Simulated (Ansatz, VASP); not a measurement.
**Two plane-wave programs on BaO**

File POSCAR:

```
BaO
1.0
    0.0000000000      2.7866632411      2.7866632411
    2.7866632411      0.0000000000      2.7866632411
    2.7866632411      2.7866632411      0.0000000000
Ba O
1 1
Direct
    0.0000000000      0.0000000000      0.0000000000
    0.5000000000      0.5000000000      0.5000000000
```

File INCAR.step1:

```
  ALGO = Normal
  EDIFF = 1E-5
  ENCUT = 520
  GGA = PE
  GGA_COMPAT = F
  ISIF = 2
  ISMEAR = 0
  LASPH = T
  LCHARG = F
  LREAL = F
  LWAVE = T
  NBANDS = 15
  NELM = 120
  PREC = Accurate
  SIGMA = 0.02
```

Contents of INCAR.step2:

```
  AEXX = 0.25
  ALGO = Normal
  EDIFF = 1E-6
  ENCUT = 520
  GGA = PE
  GGA_COMPAT = F
  ISIF = 2
  ISMEAR = 0
  ISTART = 1
  LASPH = T
  LCHARG = F
  LHFCALC = T
  LREAL = F
  LWAVE = F
  NBANDS = 15
  NELM = 120
  PREC = Accurate
  PRECFOCK = Normal
  SIGMA = 0.02
```

The input KPOINTS:

```
k-points
0
Gamma
  6 6 6
```

Input for Ansatz:

```yaml
crystal:
  lattice:
    - [0.0, 2.7866632411, 2.7866632411]
    - [2.7866632411, 0.0, 2.7866632411]
    - [2.7866632411, 2.7866632411, 0.0]
  atoms:
    - { symbol: Ba, position: [0.0, 0.0, 0.0] }
    - { symbol: O, position: [0.5, 0.5, 0.5] }
basis:
  ecutwfc: 420
kpoints:
  mp_grid: { grid: [6, 6, 6] }
  band_path:
    path:
      - [[0.0, 0.0, 0.0], [0.5, 0.0, 0.5], [0.625, 0.25, 0.625]]
      - [[0.375, 0.375, 0.75], [0.0, 0.0, 0.0], [0.5, 0.5, 0.5], [0.5, 0.25, 0.75], [0.5, 0.0, 0.5]]
    npoints: 4
hamiltonian:
  xc: pbe0
scf:
  occupations: { method: gaussian, width: 0.02 }
output:
  forces: true
  stress: true
  eigenvalues: true
  populations: true
  dos: { projected: true, de: 0.02 }
  bader: false
  write_density: true
  write_potential: true
  elf: true
  volumetric_format: npy
```

Alike in both runs: task single point; functional PBE0; k mesh 6 × 6 × 6; occupations gaussian, width 0.02 eV; no spin polarisation.

```csv
,VASP,Ansatz
version,VASP 6.6.1,Ansatz 0.2.0
potentials or method,"VASP PAW PBE potentials, release 64 (Ba_sv, O), cutoff 520 eV","scalar-relativistic, plane waves, PAW"
valence electrons in the cell,16,16
```

|  | VASP | Ansatz | Ansatz less VASP |
| --- | --- | --- | --- |
| gap on the k mesh at the Fermi level (eV) | 4.05 | 4.11 | +0.059 |
| least direct gap on the mesh (eV) | 4.05 | 4.11 | +0.059 |
| pressure (GPa) | -0.2 | -1.6 | -1.46 |

Ansatz's warnings: stress exchange threshold loose, stress scf threshold loose.

Spin-orbit coupling is off throughout.
